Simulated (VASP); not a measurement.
# V (C2/c) in VASP: a series of runs

V is run at these levels: RPBE; tasks: single point.

Program: VASP 6.6.1. These are calculated values, not measurements. Logs are shortened: lines on timing, memory, paths and dates and some standing lists are left out, and cuts for length are marked.

## 1. The cell of the first run

The typed cell holds 2 atoms: a = 4.666 Å, b = 4.666 Å, c = 2.794 Å, α = 96.83°, β = 96.83°, γ = 149.08°.

## 2. Single point, RPBE

Input file INCAR:

```
SYSTEM = V
PREC     = Accurate       ! precision mode
ENCUT    = 520            ! plane-wave cutoff, eV
EDIFF    = 1E-6           ! SCF threshold, eV
ISMEAR   = -1             ! smearing method
SIGMA    = 0.1            ! smearing width, eV
LREAL    = .FALSE.        ! projectors in reciprocal space
LASPH    = .TRUE.         ! aspherical terms in the spheres
NELM     = 100            ! most SCF steps
ALGO     = Normal         ! electronic algorithm
ISIF     = 2              ! what is computed and relaxed
LWAVE    = .FALSE.        ! write WAVECAR
LCHARG   = .FALSE.        ! write CHGCAR
GGA      = RP             ! functional
ISYM     = 0            
NBANDS   = 20             ! bands
```

Input file KPOINTS:

```
Automatic mesh
0
G
  14 14 9
  0 0 0
```

Input file POSCAR:

```
V
1.0
   -3.1804246797      3.1797674294      1.2439352254
    3.1797674294     -3.1804246797      1.2439352254
    1.7684144902      1.7684144902     -1.2451389804
V
2
Direct
    0.0000083952      0.9999916048      0.0000000000
    0.7499916048      0.2500083952      0.5000000000
```

Potentials or basis: VASP PAW PBE potentials, release 64 (V_sv).

Launch:

```console
> cat potpaw_PBE.64/V_sv/POTCAR > POTCAR
> mpirun -np 1 vasp_std > vasp.out
```

OUTCAR:

```text
SYSTEM = V
   PREC = Accurate
   ENCUT = 520
   EDIFF = 1E-6
   ISMEAR = -1
   LREAL = .FALSE.
   LASPH = .TRUE.
   NELM = 100
   ISIF = 2
   GGA = RP
   ISYM = 0

 ion  position               nearest neighbor table
   1  0.000  1.000  0.000-   2 2.65   2 2.65   2 2.65   2 2.65
   2  0.750  0.250  0.500-   1 2.65   1 2.65   1 2.65   1 2.65

IMPORTANT INFORMATION: All symmetrisations will be switched off!
NOSYMM: (Re-)initialisation of all symmetry stuff for point group C_1.

----------------------------------------------------------------------------------------

                                     Primitive cell

  volume of cell :      27.9770

  direct lattice vectors                    reciprocal lattice vectors
    -3.180424680  3.179767429  1.243935225     0.062918724  0.220146680  0.402024971
     3.179767429 -3.180424680  1.243935225     0.220146680  0.062918724  0.402024971
     1.768414490  1.768414490 -1.245138980     0.282791747  0.282791747  0.000149417

  length of vectors
     4.666197263  4.666197263  2.793734185     0.462652573  0.462652573  0.399927951

  position of ions in fractional coordinates (direct lattice)
     0.000008395  0.999991605  0.000000000
     0.749991605  0.250008395  0.500000000

  ion indices of the primitive-cell ions
   primitive index   ion index
                 1           1
                 2           2

----------------------------------------------------------------------------------------

 KPOINTS: Automatic mesh

Automatic generation of k-mesh.
 Grid dimensions read from file:
 generate k-points for:   14   14    9

 Generating k-lattice:

  Cartesian coordinates                     Fractional coordinates (reciprocal lattice)
     0.004494195  0.015724763  0.028716069     0.071428571  0.000000000  0.000000000
     0.015724763  0.004494195  0.028716069     0.000000000  0.071428571  0.000000000
     0.031421305  0.031421305  0.000016602    -0.000000000 -0.000000000  0.111111111

  Length of vectors
     0.033046612  0.033046612  0.044436439

  Shift w.r.t. Gamma in fractional coordinates (k-lattice)
     0.000000000  0.000000000  0.000000000

 Subroutine IBZKPT returns following result:
 ===========================================

 Found    884 irreducible k-points:

 Following reciprocal coordinates:
            Coordinates               Weight
  0.000000  0.000000  0.000000      1.000000
  0.071429  0.000000  0.000000      2.000000
 -0.000000 -0.071429 -0.000000      2.000000
  0.142857  0.000000  0.000000      2.000000
  0.000000 -0.142857 -0.000000      2.000000
  0.214286  0.000000  0.000000      2.000000
[... 16 lines left out ...]
  0.357143  0.071429  0.000000      2.000000
 -0.071429 -0.357143  0.000000      2.000000
 [... further k-points ...]
   k-points           NKPTS =    884   k-points in BZ     NKDIM =    884   number of bands    NBANDS=     20
   number of dos      NEDOS =    301   number of ions     NIONS =      2
   total plane-waves  NPLWV =  31104
   dimension x,y,z NGX =    36 NGY =   36 NGZ =   24
   dimension x,y,z NGXF=    72 NGYF=   72 NGZF=   48
   ions per type =               2
   NGX,Y,Z   is equivalent  to a cutoff of  12.83, 12.83, 14.28 a.u.
   NGXF,Y,Z  is equivalent  to a cutoff of  25.65, 25.65, 28.56 a.u.
 SYSTEM =  V
   PREC   = accura    normal or accurate (medium, high low for compatibility)
   ISTART =      0    job   : 0-new  1-cont  2-samecut
   ICHARG =      2    charge: 1-file 2-atom 10-const
   ISPIN  =      1    spin polarized calculation?
   LNONCOLLINEAR =      F non collinear calculations
   LSORBIT =      F    spin-orbit coupling
   LASPH  =      T    aspherical Exc in radial PAW
   ENCUT  =  520.0 eV  38.22 Ry    6.18 a.u.   8.68  8.68  5.19*2*pi/ulx,y,z
   NELM   =    100;   NELMIN=  2; NELMDL= -5     # of ELM steps
   EDIFF  = 0.1E-05   stopping-criterion for ELM
   LREAL  =      F    real-space projection
   EDIFFG = 0.1E-04   stopping-criterion for IOM
   NSW    =      0    number of steps for IOM
   IBRION =     -1    ionic relax: 0-MD 1-quasi-New 2-CG
   NFREE  =      0    steps in history (QN), initial steepest desc. (CG)
   ISIF   =      2    stress and relaxation
   ISYM   =      0    0-nonsym 1-usesym 2-fastsym
   POTIM  = 0.5000    time-step for ionic-motion
   TEBEG  =    0.0;   TEEND  =   0.0 temperature during run
   PSTRESS=    0.0 pullay stress
   NELECT =      26.0000    total number of electrons
   NUPDOWN=      -1.0000    fix difference up-down
   EMIN   =  10.00;   EMAX   =-10.00  energy-range for DOS
   EFERMI =   0.00;   METHOD = LEGACY
   ISMEAR =    -1;   SIGMA  =   0.10  broadening in eV -4-tet -1-fermi 0-gaus
   EFERMI_NEDOS =   21; number of points for ismear=-14 and -15
   IALGO  =     38    algorithm
   IMIX   =      4    mixing-type and parameters
     AMIX     =   0.40;   BMIX     =  1.00
     AMIX_MAG =   1.60;   BMIX_MAG =  1.00
  volume/ion in A,a.u.               =      13.99        94.40
  Fermi-wavevector in a.u.,A,eV,Ry     =   1.597591  3.019009 34.726096  2.552296
  Thomas-Fermi vector in A             =   2.695173
   LORBIT       =      0    0 simple, 1 ext, 2 COOP (PROOUT), +10 PAW based schemes
   GGA     = RP    functional components
   LHFCALC =     F    Hartree Fock is set to
   AEXX    =    0.0000 exact exchange contribution
   IVDW    =     0    specifies the selected vdW correction
   LEPSILON=     F    determine dielectric tensor
   LRPA    =     F    only Hartree local field effects (RPA)
 non-spin polarized calculation
  energy-cutoff  :      520.00
  volume of cell :       27.98
 maximum number of plane-waves:       773
   NGX = 17   NGY = 17   NGZ = 11

 number of electron      26.0000000 magnetization

 Free energy of the ion-electron system (eV)
  ---------------------------------------------------
  ext. energy  EPLUGINS =         0.00000000
  ---------------------------------------------------
  free energy    TOTEN  =       -16.86074841 eV

  energy without entropy =      -16.76559317  energy(sigma->0) =      -16.81317079

 E-fermi :   9.5045     XC(G=0): -12.5699

 val. band max:        9.5039784266   @ k =  -0.2857   0.3571  -0.4444
 cond. band min:       9.5044855642   @ k =  -0.2857   0.1429   0.1111
 fundamental gap:      0.0005071377
 Fermi energy:         9.5044853104

 k-point     1 :       0.0000    0.0000    0.0000
  band No.  band energies     occupation
      1     -54.5412      2.00000
      2     -54.3945      2.00000
      3     -28.6466      2.00000
      4     -28.0422      2.00000
      5     -27.8918      2.00000
      6     -27.8766      2.00000
[... 12 lines left out ...]
     19      12.1356      0.00000
     20      12.7233      0.00000

 k-point     2 :       0.0714    0.0000    0.0000
  band No.  band energies     occupation
      1     -54.5314      2.00000
      2     -54.3881      2.00000
      3     -28.6314      2.00000
      4     -28.0492      2.00000
      5     -27.9013      2.00000
      6     -27.8776      2.00000
[... 12 lines left out ...]
     19      12.4668      0.00000
     20      12.9280      0.00000

 k-point     3 :      -0.0000   -0.0714   -0.0000
  band No.  band energies     occupation
      1     -54.5314      2.00000
      2     -54.3881      2.00000
      3     -28.6314      2.00000
      4     -28.0492      2.00000
      5     -27.9013      2.00000
      6     -27.8776      2.00000
[... 12 lines left out ...]
     19      12.4668      0.00000
     20      12.9280      0.00000

 k-point     4 :       0.1429    0.0000    0.0000
  band No.  band energies     occupation
      1     -54.5037      2.00000
      2     -54.3702      2.00000
      3     -28.5889      2.00000
      4     -28.0704      2.00000
      5     -27.9395      2.00000
      6     -27.8804      2.00000
[... 12 lines left out ...]
     19      12.5130      0.00000
     20      13.8251      0.00000

 k-point     5 :       0.0000   -0.1429   -0.0000
  band No.  band energies     occupation
      1     -54.5037      2.00000
      2     -54.3702      2.00000
      3     -28.5889      2.00000
      4     -28.0704      2.00000
      5     -27.9395      2.00000
      6     -27.8804      2.00000
[... 12 lines left out ...]
     19      12.5130      0.00000
     20      13.8251      0.00000

 k-point     6 :       0.2143    0.0000    0.0000
  band No.  band energies     occupation
      1     -54.4632      2.00000
      2     -54.3447      2.00000
      3     -28.5278      2.00000
      4     -28.1229      2.00000
      5     -28.0565      2.00000
      6     -27.9880      2.00000
[... 12 lines left out ...]
     19      12.4272      0.00000
     20      14.7492      0.00000

 k-point     7 :      -0.0000   -0.2143    0.0000
  band No.  band energies     occupation
      1     -54.4632      2.00000
      2     -54.3447      2.00000
      3     -28.5278      2.00000
      4     -28.1229      2.00000
      5     -28.0565      2.00000
      6     -27.9880      2.00000
[... 12 lines left out ...]
     19      12.4272      0.00000
     20      14.7492      0.00000
[... 277 lines left out ...]
 k-point    20 :      -0.0714   -0.2143   -0.0000
  band No.  band energies     occupation
      1     -54.4210      2.00000
      2     -54.3129      2.00000
      3     -28.4831      2.00000
      4     -28.2699      2.00000
      5     -28.2253      2.00000
      6     -28.0802      2.00000
[... 12 lines left out ...]
     19      12.3580      0.00000
     20      16.0816      0.00000

 k-point    21 :       0.2857    0.0714    0.0000
  band No.  band energies     occupation
      1     -54.3781      2.00000
      2     -54.2889      2.00000
      3     -28.4993      2.00000
      4     -28.4265      2.00000
      5     -28.3291      2.00000
      6     -28.1101      2.00000
[... 12 lines left out ...]
     19      12.4415      0.00000
     20      16.5855      0.00000

 k-point    22 :      -0.0714   -0.2857   -0.0000
  band No.  band energies     occupation
      1     -54.3781      2.00000
      2     -54.2889      2.00000
      3     -28.4993      2.00000
      4     -28.4265      2.00000
      5     -28.3291      2.00000
      6     -28.1101      2.00000
[... 12 lines left out ...]
     19      12.4415      0.00000
     20      16.5855      0.00000

 k-point    23 :       0.3571    0.0714    0.0000
  band No.  band energies     occupation
      1     -54.3458      2.00000
      2     -54.2745      2.00000
      3     -28.6061      2.00000
      4     -28.5309      2.00000
      5     -28.3064      2.00000
      6     -28.1175      2.00000
[... 12 lines left out ...]
     19      13.1823      0.00000
     20      16.5411      0.00000

 k-point    24 :      -0.0714   -0.3571    0.0000
  band No.  band energies     occupation
      1     -54.3458      2.00000
      2     -54.2745      2.00000
      3     -28.6061      2.00000
      4     -28.5309      2.00000
      5     -28.3064      2.00000
      6     -28.1175      2.00000
[... 12 lines left out ...]
     19      13.1823      0.00000
     20      16.5411      0.00000

 [... further k-points ...]

------------------------ aborting loop because EDIFF is reached ----------------------------------------

  FORCE on cell =-STRESS in cart. coord.  units (eV):
  Direction    XX          YY          ZZ          XY          YZ          ZX
  --------------------------------------------------------------------------------------
  -------------------------------------------------------------------------------------
  Total        0.0435891      0.0435887      0.0536012      0.0020400      0.0005719      0.0005714
  in kB        2.4962443      2.4962231      3.0696128      0.1168276      0.0327518      0.0327204
  external PRESSURE =       2.6873601 kB  Pullay stress =       0.0000000 kB

 VOLUME and BASIS-vectors are now :
 -----------------------------------------------------------------------------
  energy-cutoff  :      520.00
  volume of cell :       27.98
      direct lattice vectors                 reciprocal lattice vectors
    -3.180424680  3.179767429  1.243935225     0.062918724  0.220146680  0.402024971
     3.179767429 -3.180424680  1.243935225     0.220146680  0.062918724  0.402024971
     1.768414490  1.768414490 -1.245138980     0.282791747  0.282791747  0.000149417

 POSITION                                       TOTAL-FORCE (eV/Angst)
 -----------------------------------------------------------------------------------
      3.17971     -3.18037      1.24394         0.000654     -0.000654      0.000000
     -0.70612      2.47387      0.62137        -0.000654      0.000654     -0.000000
 -----------------------------------------------------------------------------------
    total drift:                                0.000003     -0.000003     -0.000000

  FREE ENERGIE OF THE ION-ELECTRON SYSTEM (eV)
  ---------------------------------------------------
  free  energy   TOTEN  =       -16.8607484132 eV

  energy  without entropy=      -16.7655931725  energy(sigma->0) =      -16.81317079
```

Run time: 3.9 min. Hardware: 1 thread of Intel Xeon 6975P-C (Granite Rapids), shared host; peak memory 0.49 GiB.

Results:

* Free energy: -16.8607 eV
* Pressure: 0.3 GPa
* Band gap on the k mesh: zero (bands 13 and 14 overlap by 1.74 eV)

Caveat: the PAW data sets were made with another functional, which shifts forces and pressure a little.

## 3. Single point, RPBE (15.11 Å³/atom)

This run uses another cell than the first one, of 15.11 Å³/atom.

INCAR: that of step 2 with these lines changed.

```diff
@@ -8,3 +8,3 @@
 LASPH    = .TRUE.         ! aspherical terms in the spheres
-NELM     = 100            ! most SCF steps
+NELM     = 60             ! most SCF steps
 ALGO     = Normal         ! electronic algorithm
@@ -14,3 +14,2 @@
 GGA      = RP             ! functional
-ISYM     = 0            
 NBANDS   = 20             ! bands
```

Input file KPOINTS:

```
Automatic mesh
0
G
  16 16 14
  0 0 0
```

Input file POSCAR:

```
V
1.0
   -3.2630698215      3.2623954922      1.2762595888
    3.2623954922     -3.2630698215      1.2762595888
    1.8143677452      1.8143677452     -1.2774946241
V
2
Direct
    0.0000083952      0.9999916048      0.0000000000
    0.7499916048      0.2500083952      0.5000000000
```

Potentials or basis: VASP PAW PBE potentials, release 64 (V_sv).

Launch:

```console
> cat potpaw_PBE.64/V_sv/POTCAR > POTCAR
> mpirun -np 1 vasp_std > vasp.out
```

Run time: 4 min. Hardware: 1 thread of Intel Xeon 6975P-C (Granite Rapids), shared host; peak memory 0.56 GiB.

It converged, with:

- Free energy: -16.7837 eV
- Pressure: -10.8 GPa
- Band gap on the k mesh: zero (bands 13 and 14 overlap by 1.78 eV)

Stress tensor (GPa, compression positive):
```
-10.87  -0.29   0.02
 -0.29 -10.87   0.02
  0.02   0.02 -10.55
```

Levels at points of the mesh, in eV from the Fermi level:
```csv
k point,band 11,band 12,band 13,band 14,band 15,band 16
"(0.00, 0.00, 0.00)",-0.52,-0.50,0.47,0.69,0.69,1.53
"(0.50, 0.00, 0.00)",-1.91,-0.39,0.43,0.59,1.75,2.19
"(0.50, 0.50, 0.00)",-0.62,-0.62,-0.19,-0.19,1.41,1.41
"(0.00, 0.00, 0.50)",-1.27,-1.27,-0.92,-0.92,2.36,2.36
"(0.50, 0.00, 0.50)",-1.91,-0.39,0.43,0.59,1.75,2.19
"(0.50, 0.50, 0.50)",-1.38,-1.38,0.86,0.86,2.13,2.13
```

Caveat: the cell stands under tension; the PAW data sets were made with another functional, which shifts forces and pressure a little.

(Continued in part 2 of 2.)
